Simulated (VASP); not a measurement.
# WS (Fm-3m) in VASP: notebook

WS is run at these levels: PBE+U; tasks: single point.

All numbers are computed with VASP 6.6.1; they aren't measurements. Logs are shortened: lines on timing, memory, paths and dates and some standing lists are left out, and cuts for length are marked.

**1. The cell of the first run**

Symmetry: Fm-3m, No. 225, cubic system. Conventional cell: a = 5.484 Å, b = 5.484 Å, c = 5.484 Å, α = 90.00°, β = 90.00°, γ = 90.00°. Within 3.6 Å of W (site symmetry m-3m) lie 6 S at 2.74 Å. Within 3.6 Å of S (site symmetry m-3m) lie 6 W at 2.74 Å.

**2. Single point, PBE+U, collinear spin**

INCAR reads:

```
SYSTEM = WS
ALGO = Normal
EDIFF = 1E-6
ENCUT = 520
GGA = PE
ISIF = 2
ISMEAR = 0
ISPIN = 2
LASPH = .True.
LCHARG = .False.
LDAU = .True.
LDAUJ = 0 0
LDAUL = 2 -1
LDAUPRINT = 1
LDAUTYPE = 2
LDAUU = 6.2 0
LMAXMIX = 4
LORBIT = 11
LREAL = .False.
LWAVE = .False.
MAGMOM = 2.5 0
NBANDS = 21
NELM = 150
PREC = Accurate
SIGMA = 0.1
```

KPOINTS reads:

```
k-points
0
Gamma
  14 14 14
  0 0 0
```

POSCAR reads:

```
WS
1.0
    0.0000000000      2.7419823685      2.7419823685
    2.7419823685      0.0000000000      2.7419823685
    2.7419823685      2.7419823685      0.0000000000
W S
1 1
Direct
    0.0000000000      0.0000000000      0.0000000000
    0.5000000000      0.5000000000      0.5000000000
```

Potentials or basis: VASP PAW PBE potentials, release 64 (W_sv, S).

The run is started by

```console
cat potpaw_PBE.64/W_sv/POTCAR potpaw_PBE.64/S/POTCAR > POTCAR
mpirun -np 1 vasp_std > vasp.out
```

OUTCAR:

```text
SYSTEM = WS
   EDIFF = 1E-6
   ENCUT = 520
   GGA = PE
   ISIF = 2
   ISMEAR = 0
   ISPIN = 2
   LASPH = .True.
   LORBIT = 11
   LREAL = .False.
   NELM = 150
   PREC = Accurate

 ion  position               nearest neighbor table
   1  0.000  0.000  0.000-   2 2.74   2 2.74   2 2.74   2 2.74   2 2.74   2 2.74
   2  0.500  0.500  0.500-   1 2.74   1 2.74   1 2.74   1 2.74   1 2.74   1 2.74

  LATTYP: Found a face centered cubic cell.
 ALAT       =     5.4839647370

  Lattice vectors:

 A1 = (   0.0000000000,   2.7419823685,   2.7419823685)
 A2 = (   2.7419823685,   0.0000000000,   2.7419823685)
 A3 = (   2.7419823685,   2.7419823685,   0.0000000000)

Analysis of symmetry for initial positions (statically):
=====================================================================
 Subroutine PRICEL returns:
 Original cell was already a primitive cell.

 Routine SETGRP: Setting up the symmetry group for a
 face centered cubic supercell.

 Subroutine GETGRP returns: Found 48 space group operations
 (whereof 48 operations were pure point group operations)
 out of a pool of 48 trial point group operations.

The static configuration has the point symmetry O_h .

Analysis of symmetry for dynamics (positions and initial velocities):
=====================================================================
 Subroutine PRICEL returns:
 Original cell was already a primitive cell.

 Routine SETGRP: Setting up the symmetry group for a
 face centered cubic supercell.

 Subroutine GETGRP returns: Found 48 space group operations
 (whereof 48 operations were pure point group operations)
 out of a pool of 48 trial point group operations.

The dynamic configuration has the point symmetry O_h .

Analysis of structural, dynamic, and magnetic symmetry:
=====================================================================
 Subroutine PRICEL returns:
 Original cell was already a primitive cell.

 Routine SETGRP: Setting up the symmetry group for a
 face centered cubic supercell.

 Subroutine GETGRP returns: Found 48 space group operations
 (whereof 48 operations were pure point group operations)
 out of a pool of 48 trial point group operations.

The overall configuration has the point symmetry O_h .

 Subroutine INISYM returns: Found 48 space group operations
 (whereof 48 operations are pure point group operations),
 and found     1 'primitive' translations

----------------------------------------------------------------------------------------

                                     Primitive cell

  volume of cell :      41.2310

  direct lattice vectors                    reciprocal lattice vectors
     0.000000000  2.741982368  2.741982368    -0.182349823  0.182349823  0.182349823
     2.741982368  0.000000000  2.741982368     0.182349823 -0.182349823  0.182349823
     2.741982368  2.741982368  0.000000000     0.182349823  0.182349823 -0.182349823

  length of vectors
     3.877748653  3.877748653  3.877748653     0.315839158  0.315839158  0.315839158

  position of ions in fractional coordinates (direct lattice)
     0.000000000  0.000000000  0.000000000
     0.500000000  0.500000000  0.500000000

  ion indices of the primitive-cell ions
   primitive index   ion index
                 1           1
                 2           2

----------------------------------------------------------------------------------------

 KPOINTS: k-points

Automatic generation of k-mesh.
 Grid dimensions read from file:
 generate k-points for:   14   14   14

 Generating k-lattice:

  Cartesian coordinates                     Fractional coordinates (reciprocal lattice)
    -0.013024987  0.013024987  0.013024987     0.071428571  0.000000000  0.000000000
     0.013024987 -0.013024987  0.013024987     0.000000000  0.071428571  0.000000000
     0.013024987  0.013024987 -0.013024987     0.000000000  0.000000000  0.071428571

  Length of vectors
     0.022559940  0.022559940  0.022559940

  Shift w.r.t. Gamma in fractional coordinates (k-lattice)
     0.000000000  0.000000000  0.000000000

 Subroutine IBZKPT returns following result:
 ===========================================

 Found    104 irreducible k-points:

 Following reciprocal coordinates:
            Coordinates               Weight
  0.000000  0.000000  0.000000      1.000000
  0.071429  0.000000  0.000000      8.000000
  0.142857  0.000000  0.000000      8.000000
  0.214286  0.000000  0.000000      8.000000
  0.285714  0.000000  0.000000      8.000000
  0.357143  0.000000  0.000000      8.000000
[... 16 lines left out ...]
  0.214286  0.142857  0.000000     24.000000
  0.285714  0.142857  0.000000     24.000000
 [... further k-points ...]
   k-points           NKPTS =    104   k-points in BZ     NKDIM =    104   number of bands    NBANDS=     21
   number of dos      NEDOS =    301   number of ions     NIONS =      2
   total plane-waves  NPLWV =  27000
   dimension x,y,z NGX =    30 NGY =   30 NGZ =   30
   dimension x,y,z NGXF=    60 NGYF=   60 NGZF=   60
   ions per type =               1   1
   NGX,Y,Z   is equivalent  to a cutoff of  12.86, 12.86, 12.86 a.u.
   NGXF,Y,Z  is equivalent  to a cutoff of  25.72, 25.72, 25.72 a.u.
 SYSTEM =  WS
   PREC   = accura    normal or accurate (medium, high low for compatibility)
   ISTART =      0    job   : 0-new  1-cont  2-samecut
   ICHARG =      2    charge: 1-file 2-atom 10-const
   ISPIN  =      2    spin polarized calculation?
   LNONCOLLINEAR =      F non collinear calculations
   LSORBIT =      F    spin-orbit coupling
   LASPH  =      T    aspherical Exc in radial PAW
   ENCUT  =  520.0 eV  38.22 Ry    6.18 a.u.   7.21  7.21  7.21*2*pi/ulx,y,z
   NELM   =    150;   NELMIN=  2; NELMDL= -5     # of ELM steps
   EDIFF  = 0.1E-05   stopping-criterion for ELM
   LREAL  =      F    real-space projection
   EDIFFG = 0.1E-04   stopping-criterion for IOM
   NSW    =      0    number of steps for IOM
   IBRION =     -1    ionic relax: 0-MD 1-quasi-New 2-CG
   NFREE  =      0    steps in history (QN), initial steepest desc. (CG)
   ISIF   =      2    stress and relaxation
   ISYM   =      2    0-nonsym 1-usesym 2-fastsym
   POTIM  = 0.5000    time-step for ionic-motion
   TEBEG  =    0.0;   TEEND  =   0.0 temperature during run
   PSTRESS=    0.0 pullay stress
   NELECT =      20.0000    total number of electrons
   NUPDOWN=      -1.0000    fix difference up-down
   EMIN   =  10.00;   EMAX   =-10.00  energy-range for DOS
   EFERMI =   0.00;   METHOD = LEGACY
   ISMEAR =     0;   SIGMA  =   0.10  broadening in eV -4-tet -1-fermi 0-gaus
   EFERMI_NEDOS =   21; number of points for ismear=-14 and -15
   IALGO  =     38    algorithm
   IMIX   =      4    mixing-type and parameters
     AMIX     =   0.40;   BMIX     =  1.00
     AMIX_MAG =   1.60;   BMIX_MAG =  1.00
  volume/ion in A,a.u.               =      20.62       139.12
  Fermi-wavevector in a.u.,A,eV,Ry     =   1.286304  2.430761 22.511888  1.654577
  Thomas-Fermi vector in A             =   2.418386
   LORBIT       =     11    0 simple, 1 ext, 2 COOP (PROOUT), +10 PAW based schemes
 LDA+U is selected, type is set to LDAUTYPE =  2
   angular momentum for each species LDAUL =     2   -1
   U (eV)           for each species LDAUU =   6.2  0.0
   J (eV)           for each species LDAUJ =   0.0  0.0
   GGA     = PE    functional components
   LHFCALC =     F    Hartree Fock is set to
   AEXX    =    0.0000 exact exchange contribution
   IVDW    =     0    specifies the selected vdW correction
   LEPSILON=     F    determine dielectric tensor
   LRPA    =     F    only Hartree local field effects (RPA)
 spin polarized calculation
 Gauss-broadening in eV      SIGMA  =   0.10
  energy-cutoff  :      520.00
  volume of cell :       41.23
 maximum number of plane-waves:      1129
 NGX is ok and might be reduce to    30
   NGX = 15   NGY = 15   NGZ = 15

atom =   1  type =  1  l = 2

 onsite density matrix

spin component  1

  0.7934 -0.0000  0.0000  0.0000 -0.0000
 -0.0000  0.7934 -0.0000  0.0000  0.0000
  0.0000 -0.0000  0.3788  0.0000  0.0000
  0.0000  0.0000  0.0000  0.7934  0.0000
 -0.0000  0.0000  0.0000  0.0000  0.3788

spin component  2

  0.0303  0.0000 -0.0000  0.0000  0.0000
  0.0000  0.0303  0.0000  0.0000  0.0000
 -0.0000  0.0000  0.0690  0.0000 -0.0000
  0.0000  0.0000  0.0000  0.0303 -0.0000
  0.0000  0.0000 -0.0000 -0.0000  0.0690

 occupancies and eigenvectors

  o =  0.0303  v =  0.0000  0.0000  0.0000  0.0000  0.0000  0.0000 -0.1297  0.0000 -0.9916 -0.0000      0.0000  0.0000  0.0000  0.0000  0.0000  0.0000  0.0000  0.0000  0.0000  0.0000
  o =  0.0303  v =  0.0000  0.0000  0.0000  0.0000  0.0000  0.0000 -0.9916  0.0000  0.1297  0.0000      0.0000  0.0000  0.0000  0.0000  0.0000  0.0000  0.0000  0.0000  0.0000  0.0000
  o =  0.0303  v =  0.0000  0.0000  0.0000  0.0000  0.0000  1.0000  0.0000  0.0000  0.0000  0.0000      0.0000  0.0000  0.0000  0.0000  0.0000  0.0000  0.0000  0.0000  0.0000  0.0000
  o =  0.0690  v =  0.0000  0.0000  0.0000  0.0000  0.0000  0.0000  0.0000  0.9987  0.0000 -0.0506      0.0000  0.0000  0.0000  0.0000  0.0000  0.0000  0.0000  0.0000  0.0000  0.0000
  o =  0.0690  v =  0.0000  0.0000  0.0000  0.0000  0.0000  0.0000  0.0000  0.0506 -0.0000  0.9987      0.0000  0.0000  0.0000  0.0000  0.0000  0.0000  0.0000  0.0000  0.0000  0.0000
  o =  0.3788  v =  0.0000 -0.0000  0.9994  0.0000 -0.0360  0.0000  0.0000  0.0000  0.0000  0.0000      0.0000  0.0000  0.0000  0.0000  0.0000  0.0000  0.0000  0.0000  0.0000  0.0000
  o =  0.3788  v =  0.0000 -0.0000  0.0360  0.0000  0.9994  0.0000  0.0000  0.0000  0.0000  0.0000      0.0000  0.0000  0.0000  0.0000  0.0000  0.0000  0.0000  0.0000  0.0000  0.0000
  o =  0.7934  v =  0.0000 -0.8488  0.0000 -0.5288 -0.0000  0.0000  0.0000  0.0000  0.0000  0.0000      0.0000  0.0000  0.0000  0.0000  0.0000  0.0000  0.0000  0.0000  0.0000  0.0000
  o =  0.7934  v =  1.0000  0.0000  0.0000  0.0000  0.0000  0.0000  0.0000  0.0000  0.0000  0.0000      0.0000  0.0000  0.0000  0.0000  0.0000  0.0000  0.0000  0.0000  0.0000  0.0000
  o =  0.7934  v =  0.0000 -0.5288 -0.0000  0.8488 -0.0000  0.0000  0.0000  0.0000  0.0000  0.0000      0.0000  0.0000  0.0000  0.0000  0.0000  0.0000  0.0000  0.0000  0.0000  0.0000

 number of electron      19.9999999 magnetization       3.7223752

 Free energy of the ion-electron system (eV)
  ---------------------------------------------------
  ext. energy  EPLUGINS =         0.00000000
  ---------------------------------------------------
  free energy    TOTEN  =       -10.24532939 eV

  energy without entropy =      -10.24125686  energy(sigma->0) =      -10.24329313

 E-fermi :   7.9716     XC(G=0): -10.7639

 val. band max:        7.9624875547   @ k =  -0.3571   0.2143   0.0000
 cond. band min:       7.9842495315   @ k =  -0.1429   0.0714   0.0000
 fundamental gap:      0.0217619768
 Fermi energy:         7.9716433575

 spin component 1

 k-point     1 :       0.0000    0.0000    0.0000
  band No.  band energies     occupation
      1     -67.6276      1.00000
      2     -32.0522      1.00000
      3     -32.0522      1.00000
      4     -32.0522      1.00000
      5      -7.5573      1.00000
      6       3.7129      1.00000
[... 13 lines left out ...]
     20      19.9034      0.00000
     21      19.9034      0.00000
[... 529 lines left out ...]
 k-point    24 :       0.2857    0.1429    0.0000
  band No.  band energies     occupation
      1     -67.6271      1.00000
      2     -32.0738      1.00000
      3     -32.0584      1.00000
      4     -32.0577      1.00000
      5      -6.9378      1.00000
      6       1.2736      1.00000
[... 13 lines left out ...]
     20      20.6246      0.00000
     21      22.1210      0.00000

 [... further k-points ...]

 spin component 2

 k-point     1 :       0.0000    0.0000    0.0000
  band No.  band energies     occupation
      1     -66.2419      1.00000
      2     -30.1652      1.00000
      3     -30.1652      1.00000
      4     -30.1652      1.00000
      5      -7.3475      1.00000
      6       4.5932      1.00000
[... 13 lines left out ...]
     20      21.9060      0.00000
     21      21.9060      0.00000
[... 529 lines left out ...]
 k-point    24 :       0.2857    0.1429    0.0000
  band No.  band energies     occupation
      1     -66.2414      1.00000
      2     -30.1868      1.00000
      3     -30.1712      1.00000
      4     -30.1705      1.00000
      5      -6.8008      1.00000
      6       2.1340      1.00000
[... 13 lines left out ...]
     20      21.9115      0.00000
     21      23.4038      0.00000

 [... further k-points ...]
[... 5 lines left out ...]
  --------------------------------------------------------------------------------------
  -------------------------------------------------------------------------------------
  Total       -1.2943327     -1.2943327     -1.2943327      0.0000000      0.0000000      0.0000000
  in kB      -50.2958935    -50.2958935    -50.2958935      0.0000000      0.0000000      0.0000000
  external PRESSURE =     -50.2958935 kB  Pullay stress =       0.0000000 kB

 VOLUME and BASIS-vectors are now :
 -----------------------------------------------------------------------------
  energy-cutoff  :      520.00
  volume of cell :       41.23
      direct lattice vectors                 reciprocal lattice vectors
     0.000000000  2.741982368  2.741982368    -0.182349823  0.182349823  0.182349823
     2.741982368  0.000000000  2.741982368     0.182349823 -0.182349823  0.182349823
     2.741982368  2.741982368  0.000000000     0.182349823  0.182349823 -0.182349823

 POSITION                                       TOTAL-FORCE (eV/Angst)
 -----------------------------------------------------------------------------------
      0.00000      0.00000      0.00000         0.000000      0.000000      0.000000
      2.74198      2.74198      2.74198        -0.000000     -0.000000     -0.000000
 -----------------------------------------------------------------------------------
    total drift:                               -0.000000      0.000000      0.000000

  FREE ENERGIE OF THE ION-ELECTRON SYSTEM (eV)
  ---------------------------------------------------
  free  energy   TOTEN  =       -10.2453293895 eV

  energy  without entropy=      -10.2412568627  energy(sigma->0) =      -10.24329313

 total charge

# of ion       s       p       d       tot
------------------------------------------
    1        2.298   6.084   3.327  11.709
    2        1.321   2.353   0.000   3.673
--------------------------------------------------
tot          3.619   8.436   3.327  15.382

 magnetization (x)

# of ion       s       p       d       tot
------------------------------------------
    1        0.146   0.023   2.880   3.049
    2        0.013  -0.080   0.000  -0.067
--------------------------------------------------
tot          0.159  -0.057   2.880   2.982
```

It took 6.1 min on 1 thread of Intel Xeon 8259CL, shared host; peak memory 0.29 GiB.

What came out:

```yaml
Free_energy: -10.2453 eV
Pressure: -5.0 GPa
Net_moment: 3.72 μB per cell
Site_moments: W +3.05; S -0.07 μB
Valence_electrons_inside_the_program's_atomic_spheres: W 11.71; S 3.67
```

Levels at points of the mesh, in eV from the Fermi level:
Spin up:
```
           k point  band 10  band 11  band 12  band 13  band 14  band 15
(0.00, 0.00, 0.00)    -3.43    -3.43    -1.90    -1.90    -1.09     7.47
(0.50, 0.00, 0.00)    -2.73    -2.43     1.21     3.03     3.03     4.51
(0.50, 0.50, 0.00)    -2.52    -2.52    -1.19    -1.11     0.60     7.23
```
Spin down:
```tsv
k point	band 5	band 6	band 7	band 8	band 9	band 10	band 11	band 12
(0.00, 0.00, 0.00)	-15.32	-3.38	-3.38	-3.38	0.23	0.95	0.95	0.95
(0.50, 0.00, 0.00)	-14.22	-7.40	-4.77	-4.77	2.02	3.30	3.57	3.57
(0.50, 0.50, 0.00)	-14.32	-6.16	-4.40	-4.40	-1.06	0.65	2.16	3.96
```

Eigenvalues of the final occupation matrices:
```
    site  spin  trace               eigenvalues
site 1 d     1   3.14  0.38 0.38 0.79 0.79 0.79
site 1 d     2   0.23  0.03 0.03 0.03 0.07 0.07
```

Caveat: the cell stands under tension; spin-orbit coupling is left out, which moves the levels of the heavy elements.

(Continued in part 2 of 2.)
